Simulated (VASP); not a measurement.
# Te (Pm-3m) in VASP: a series of runs, part 2 of 2

VASP 6.6.1.

## 5. Relaxation of cell and atoms, PBE, target pressure 17 GPa, at which the enthalpy is minimised

INCAR reads:

```
  PREC = Accurate
  ENCUT = 600
  EDIFF = 1E-6
  ISMEAR = -1
  SIGMA = 0.05
  LREAL = F
  LASPH = T
  NELM = 60
  ALGO = Normal
  ISIF = 3
  LWAVE = F
  LCHARG = F
  GGA = PE
  IBRION = 2
  NSW = 32
  EDIFFG = -0.005
  PSTRESS = 170.0
```

KPOINTS reads:

```
regular mesh
0
Gamma
  13 13 13
```

POSCAR reads:

```
Te
1.0
    2.9872011998      0.0000000000      0.0000000000
    0.0000000000      2.9872011998      0.0000000000
    0.0000000000      0.0000000000      2.9872011998
Te
1
Direct
    0.0000000000      0.0000000000      0.0000000000
```

Potentials or basis: VASP PAW PBE potentials, release 64 (Te).

Command:

```sh
$ cat potpaw_PBE.64/Te/POTCAR > POTCAR
$ mpirun -np 1 vasp_std > vasp.out
```

OUTCAR:

```text
PREC = Accurate
   ENCUT = 600
   EDIFF = 1E-6
   ISMEAR = -1
   LREAL = F
   LASPH = T
   NELM = 60
   ISIF = 3
   GGA = PE
   IBRION = 2
   NSW = 32
   EDIFFG = -0.005
   PSTRESS = 170.0

 ion  position               nearest neighbor table
   1  0.000  0.000  0.000-

  LATTYP: Found a simple cubic cell.
 ALAT       =     2.9872011998

  Lattice vectors:

 A1 = (   2.9872011998,   0.0000000000,   0.0000000000)
 A2 = (   0.0000000000,   2.9872011998,   0.0000000000)
 A3 = (   0.0000000000,   0.0000000000,   2.9872011998)

Analysis of symmetry for initial positions (statically):
=====================================================================
 Subroutine PRICEL returns:
 Original cell was already a primitive cell.

 Routine SETGRP: Setting up the symmetry group for a
 simple cubic supercell.

 Subroutine GETGRP returns: Found 48 space group operations
 (whereof 48 operations were pure point group operations)
 out of a pool of 48 trial point group operations.

The static configuration has the point symmetry O_h .

Analysis of symmetry for dynamics (positions and initial velocities):
[... 163 lines left out ...]
  Direction    XX          YY          ZZ          XY          YZ          ZX
  --------------------------------------------------------------------------------------
  -------------------------------------------------------------------------------------
  Total        2.8370669      2.8370669      2.8370669     -0.0000000     -0.0000000     -0.0000000
  in kB      170.5244787    170.5244787    170.5244787     -0.0000000     -0.0000000     -0.0000000
  external PRESSURE =       0.5244787 kB  Pullay stress =     170.0000000 kB
[... 61 lines left out ...]
--------------------------------------- Ionic step        3  -------------------------------------------

 number of electron       5.9999999 magnetization

 Free energy of the ion-electron system (eV)
  ---------------------------------------------------
  ext. energy  EPLUGINS =         0.00000000
  ---------------------------------------------------
  free energy    TOTEN  =        -2.84012245 eV

  energy without entropy =       -2.83689058  energy(sigma->0) =       -2.83850651

 E-fermi :   9.5246     XC(G=0): -10.1882

 val. band max:        9.4069043924   @ k =   0.3846   0.3846   0.2308
 cond. band min:       9.5452173012   @ k =   0.3846   0.1538   0.0000
 fundamental gap:      0.1383129088
 Fermi energy:         9.5246065443

 k-point     1 :       0.0000    0.0000    0.0000
  band No.  band energies     occupation
      1      -6.0082      2.00000
      2      10.7843      0.00000
      3      10.7843      0.00000
      4      10.7843      0.00000
      5      15.1530      0.00000
      6      15.1530      0.00000
      7      16.7431      0.00000
[... 221 lines left out ...]
 k-point    24 :       0.3846    0.3077    0.0000
  band No.  band energies     occupation
      1      -2.7274      2.00000
      2       3.8571      2.00000
      3       5.8358      2.00000
      4      13.1606      0.00000
      5      13.6139      0.00000
      6      18.8985      0.00000
      7      22.0792      0.00000

 [... further k-points ...]
[... 5 lines left out ...]
  --------------------------------------------------------------------------------------
  -------------------------------------------------------------------------------------
  Total        2.8278085      2.8278085      2.8278085     -0.0000000     -0.0000000     -0.0000000
  in kB      169.9015339    169.9015339    169.9015339     -0.0000000     -0.0000000     -0.0000000
  external PRESSURE =      -0.0984661 kB  Pullay stress =     170.0000000 kB
[... 20 lines left out ...]
  energy  without entropy=       -2.8368905826  energy(sigma->0) =       -2.83850651

  enthalpy is  TOTEN    =        -0.0106751155 eV   P V=        2.8294473316

 reached required accuracy - stopping structural energy minimisation
```

CONTCAR:

```text
Te
   1.00000000000000
     2.9875906510352763   -0.0000000000000000   -0.0000000000000000
    -0.0000000000000000    2.9875906510352763    0.0000000000000000
     0.0000000000000000   -0.0000000000000000    2.9875906510352763
  Te
     1
Direct
     0.0000000000000000    0.0000000000000000    0.0000000000000000

  0.00000000E+00  0.00000000E+00  0.00000000E+00
```

Wall time 6.9 s (1 thread of Intel Xeon 6975P-C (Granite Rapids), shared host); peak memory 0.15 GiB.

What came out:

* Free energy: -2.8401 eV
* Relaxed volume: 26.67 Å³/atom
* Relaxed cell: a = 2.988 Å, b = 2.988 Å, c = 2.988 Å, α = 90.00°, β = 90.00°, γ = 90.00°
* Space group after relaxing (to 0.1 Å): Pm-3m (No. 221)
* Energy change on relaxing (the run minimises the enthalpy): -1.1 meV/atom
* Ionic steps: 3
* Pressure after relaxing: 17.0 GPa
* Band gap on the k mesh: zero (bands 3 and 4 overlap by 6.91 eV)

Step by step:
```csv
step,energy change (eV),largest force (eV/Å),pressure (GPa),volume (Å³)
1,0.0000,0.0000,17.05,26.66
2,-0.0036,0.0000,16.88,26.69
3,-0.0011,0.0000,16.99,26.67
```

Final structure:
```
Te
1.0
     2.98759    0.00000    0.00000
     0.00000    2.98759    0.00000
     0.00000    0.00000    2.98759
Te
1
Direct
  0.00000 0.00000 0.00000
```

Levels at points of the mesh, in eV from the Fermi level:
```
           k point  band 1  band 2  band 3  band 4  band 5  band 6  band 7
(0.00, 0.00, 0.00)  -15.53    1.26    1.26    1.26    5.63    5.63    7.22
```

Caveat: the cell is relaxed towards a set pressure, so the run minimises the enthalpy, not the energy; spin-orbit coupling is left out, which moves the levels of the heavy elements.

## 6. Summary

| task | cell | cutoff (eV) | gap on the mesh (eV) | pressure (GPa) |
| --- | --- | --- | --- | --- |
| single point | a = 2.987 Å, 1 atom | 520 | none | 17.1 |
| relaxation of cell and atoms | relaxed to 17 GPa from a = 2.912 Å, 1 atom | 600 | none | 17.0 |
| relaxation of cell and atoms | relaxed to 17 GPa from a = 2.987 Å, 1 atom | 600 | none | 17.0 |

Alike in all rows: level PBE; potentials or basis VASP PAW PBE potentials, release 64 (Te); no spin polarisation; k mesh 13 × 13 × 13; smearing fermi-dirac 0.05 eV.

Caveats: spin-orbit coupling is left out, which moves the levels of the heavy elements; the cell is relaxed towards a set pressure, so the run minimises the enthalpy, not the energy (at least some runs); the cell stands under pressure (at least some runs).

Absolute energies hang on the potentials; compare differences alone.
